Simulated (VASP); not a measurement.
A run of VASP 6.6.1 is set up as follows.

Contents of INCAR:

```
PREC = Accurate
ENCUT = 600
EDIFF = 1E-6
ISMEAR = 0
SIGMA = 0.1
LREAL = False
LASPH = True
NELM = 60
ALGO = Normal
ISIF = 3
LWAVE = False
LCHARG = False
GGA = PE
IBRION = 2
NSW = 90
EDIFFG = -0.04
```

File KPOINTS:

```
regular mesh
0
Gamma
  6 6 2
```

The input POSCAR:

```
Si3C
1.0
    2.7434356100      0.0000000000      0.0000000000
    0.0000000000      2.7434356100      0.0000000000
    0.0000000000      0.0000000000      7.7596076900
Si C
3 1
Direct
    0.5000000000      0.5000000000      0.2500000000
    0.0000000000      0.0000000000      0.5000000000
    0.5000000000      0.5000000000      0.7500000000
    0.0000000000      0.0000000000      0.0000000000
```

Potentials or basis: VASP PAW PBE potentials, release 64 (Si, C).

The run is started by

```bash
$ cat potpaw_PBE.64/Si/POTCAR potpaw_PBE.64/C/POTCAR > POTCAR
$ mpirun -np 1 vasp_std > vasp.out
```

Estimate the space group after relaxing (to 0.1 Å).

P4/mmm (No. 123).

What does it give for the relaxed cell?

a = 2.839 Å, b = 2.839 Å, c = 5.803 Å, α = 90.00°, β = 90.00°, γ = 90.00°.

Step by step:
```
step  energy change (eV)  largest force (eV/Å)  pressure (GPa)  volume (Å³)
   1              0.0000                1.0342          -10.64        58.40
   2             -0.6309                1.4561           -3.20        50.54
   3             -0.8017                2.3112           12.12        43.68
   4             -1.0836                2.1002           13.93        42.21
   5             -0.9607                1.8598           41.34        37.82
   6             -1.1339                1.7705           20.03        40.95
   7             -1.2243                1.4387           23.66        40.08
   8             -1.2332                0.6309           30.54        38.96
   9             -1.6025                1.7624           18.68        41.69
  10             -1.6024                1.7808           18.62        41.72
  11             -1.8737                0.4489            5.13        44.52
  12             -1.9032                0.2498            0.44        46.13
  13             -1.9037                0.1677            0.98        45.94
  14             -1.9106                0.0365            0.64        46.18
  15             -1.9138                0.2096            0.21        46.44
  16             -1.9139                0.2306            0.14        46.48
  17             -1.9165                0.1928           -0.12        46.61
  18             -1.9196                0.1018           -0.66        46.94
  19             -1.9198                0.0649           -0.83        47.05
  20             -1.9211                0.0253           -0.16        46.76
```

Caveat: the k points lie up to 0.54 Å⁻¹ apart in the final cell; the volume moved by over 15 % at a fixed basis, so the end points are rough; the highest band is partly filled, so the run has too few bands.
